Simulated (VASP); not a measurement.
# Pb in VASP: further runs, part 2 of 2

VASP 6.6.1. Earlier steps stand in the parts before.

### Step 4. Single point, PBEsol

This run uses another cell than the first one, of 29.88 Å³/atom, 0.922 times its volume.

The input, INCAR:

```
SYSTEM = Pb
PREC = Accurate
ENCUT = 520
EDIFF = 1E-6
ISMEAR = -1
SIGMA = 0.05
LREAL = .FALSE.
LASPH = .TRUE.
NELM = 80
ALGO = Fast
ISIF = 2
LWAVE = .FALSE.
LCHARG = .FALSE.
GGA = PS
NBANDS = 21
```

The input, KPOINTS:

```
Automatic mesh
0
G
  9 9 5
  0 0 0
```

The input, POSCAR:

```
Pb
1.0
    2.9170625410     -1.6803071616      0.0000000000
    2.9170625410      1.6803071616      0.0000000000
   -2.0308441320      0.0000000000      6.0952248674
Pb
2
Direct
    0.9085084100      0.9085084100      0.7262922000
    0.0914915900      0.0914915900      0.2737078000
```

Potentials or basis: VASP PAW PBE potentials, release 64 (Pb_d).

Started as:

```sh
> cat potpaw_PBE.64/Pb_d/POTCAR > POTCAR
> mpirun -np 1 vasp_std > vasp.out
```

OUTCAR:

```text
SYSTEM = Pb
   PREC = Accurate
   ENCUT = 520
   EDIFF = 1E-6
   ISMEAR = -1
   LREAL = .FALSE.
   LASPH = .TRUE.
   NELM = 80
   ISIF = 2
   GGA = PS

 ion  position               nearest neighbor table
   1  0.909  0.909  0.726-   2 3.34   2 3.36   2 3.36   2 3.40
   2  0.091  0.091  0.274-   1 3.34   1 3.36   1 3.36   1 3.40

  LATTYP: Found a base centered monoclinic cell.
 ALAT       =     5.8341250820
 B/A-ratio  =     0.5760271293
 C/A-ratio  =     1.1012186572
 COS(beta)  =    -0.3161020378

  Lattice vectors:

 A1 = (   2.9170625410,  -1.6803071616,   0.0000000000)
 A2 = (   2.9170625410,   1.6803071616,   0.0000000000)
 A3 = (  -2.0308441320,   0.0000000000,   6.0952248674)

Analysis of symmetry for initial positions (statically):
=====================================================================
 Subroutine PRICEL returns:
 Original cell was already a primitive cell.

 Routine SETGRP: Setting up the symmetry group for a
 base centered monoclinic supercell.

 Subroutine GETGRP returns: Found  4 space group operations
[... 162 lines left out ...]
  free energy    TOTEN  =        -7.84643627 eV

  energy without entropy =       -7.83847639  energy(sigma->0) =       -7.84245633

 E-fermi :   7.1756     XC(G=0): -10.3656

 val. band max:        7.1664981350   @ k =   0.4444  -0.0000   0.0000
 cond. band min:       7.1938869649   @ k =   0.2222   0.1111   0.4000
 fundamental gap:      0.0273888299
 Fermi energy:         7.1755578374

 k-point     1 :       0.0000    0.0000    0.0000
  band No.  band energies     occupation
      1      -9.9168      2.00000
      2      -9.7932      2.00000
      3      -9.7721      2.00000
      4      -9.7713      2.00000
      5      -9.7694      2.00000
      6      -9.7660      2.00000
[... 565 lines left out ...]
     20      14.2668      0.00000
     21      16.2376      0.00000

 [... further k-points ...]

------------------------ aborting loop because EDIFF is reached ----------------------------------------

  FORCE on cell =-STRESS in cart. coord.  units (eV):
  Direction    XX          YY          ZZ          XY          YZ          ZX
  --------------------------------------------------------------------------------------
  -------------------------------------------------------------------------------------
  Total        1.1302724      1.0534950     -0.0064376      0.0000000      0.0000000     -0.0418392
  in kB       30.3067634     28.2480794     -0.1726161      0.0000000      0.0000000     -1.1218642
  external PRESSURE =      19.4607423 kB  Pullay stress =       0.0000000 kB

 VOLUME and BASIS-vectors are now :
 -----------------------------------------------------------------------------
  energy-cutoff  :      520.00
  volume of cell :       59.75
      direct lattice vectors                 reciprocal lattice vectors
     2.917062541 -1.680307162  0.000000000     0.171405307 -0.297564643  0.057109864
     2.917062541  1.680307162  0.000000000     0.171405307  0.297564643  0.057109864
    -2.030844132  0.000000000  6.095224867     0.000000000  0.000000000  0.164062856

 POSITION                                       TOTAL-FORCE (eV/Angst)
 -----------------------------------------------------------------------------------
      3.82537      0.00000      4.42691         0.025774      0.000000      0.069216
     -0.02208      0.00000      1.66831        -0.025774      0.000000     -0.069216
 -----------------------------------------------------------------------------------
    total drift:                                0.000000      0.000000     -0.000000

  FREE ENERGIE OF THE ION-ELECTRON SYSTEM (eV)
  ---------------------------------------------------
  free  energy   TOTEN  =        -7.8464362703 eV

  energy  without entropy=       -7.8384763869  energy(sigma->0) =       -7.84245633
```

stdout:

```text
POSCAR found type information on POSCAR Pb
 POSCAR found :  1 types and       2 ions
 scaLAPACK will be used
 -----------------------------------------------------------------------------
|                                                                             |
|                                                                             |
|     You enforced a specific xc type in the INCAR file but a different       |
|     I HOPE YOU KNOW WHAT YOU ARE DOING!                                     |
|                                                                             |
 -----------------------------------------------------------------------------

 LDA part: xc-table for (Slater+PW92), standard interpolation
 POSCAR, INCAR and KPOINTS ok, starting setup
 FFT: planning ... GRIDC
 FFT: planning ... GRID_SOFT
 FFT: planning ... GRID
 WAVECAR not read
 entering main loop
WARNING in EDDRMM: call to ZHEGV failed, returncode =   6  3     21
```

Wall time 2.3 min (1 thread of Intel Xeon 6975P-C (Granite Rapids), shared host); peak memory 0.26 GiB.

What came out:

| Item | Value |
| --- | --- |
| Free energy | -7.8464 eV |
| Pressure | 1.9 GPa |
| Largest force | 0.074 eV/Å |
| Band gap on the k mesh | zero (band 14 reaches 13.12 eV, above the bottom of band 15 at 5.68 eV) |

Forces on the atoms (eV/Å):
```
Pb   0.026  0.000  0.069
Pb  -0.026  0.000 -0.069
```

Stress tensor (GPa, compression positive):
```
 3.03  0.00 -0.11
 0.00  2.82  0.00
-0.11  0.00 -0.02
```

Caveat: the PAW data sets were made with another functional, which shifts forces and pressure a little; spin-orbit coupling is left out, which moves the levels of the heavy elements.

### Step 5. The runs side by side

```tsv
level	potentials or basis	cell	k mesh	smearing	further INCAR settings	gap on the mesh (eV)	pressure (GPa)	largest force (eV/Å)
LDA	VASP PAW LDA potentials, release 64 (Pb_d)	a = 3.507, b = 3.507, c = 6.452 Å, angles 106.5, 106.5, 59.9°, 2 atoms	9 × 9 × 5	fermi-dirac 0.05 eV	ALGO = Fast; EDIFF = 1e-07; NBANDS = 21	none	-3.1	0.17
PBE	VASP PAW PBE potentials, release 64 (Pb_d)	a = 3.507, b = 3.507, c = 6.452 Å, angles 106.5, 106.5, 59.9°, 2 atoms	8 × 8 × 4	methfessel-paxton 0.05 eV	ALGO = Fast; EDIFF = 1e-06; NBANDS = 21	none	0.7	0.02
PBEsol	VASP PAW PBE potentials, release 64 (Pb_d)	a = 3.366, b = 3.366, c = 6.425 Å, angles 105.9, 105.9, 59.9°, 2 atoms	9 × 9 × 5	fermi-dirac 0.05 eV	ALGO = Fast; EDIFF = 1e-06; NBANDS = 21	none	1.9	0.07
```

Some of these runs hold the atoms at other places in the same cell, which the table doesn't show; runs alike in all that it shows share one row.

Alike in all rows: task single point; no spin polarisation; cutoff (eV) 520.

Caveats: spin-orbit coupling is left out, which moves the levels of the heavy elements; the PAW data sets were made with another functional, which shifts forces and pressure a little (some runs).

Total energies depend on the potentials used, so only differences within one code and one set of settings carry meaning.
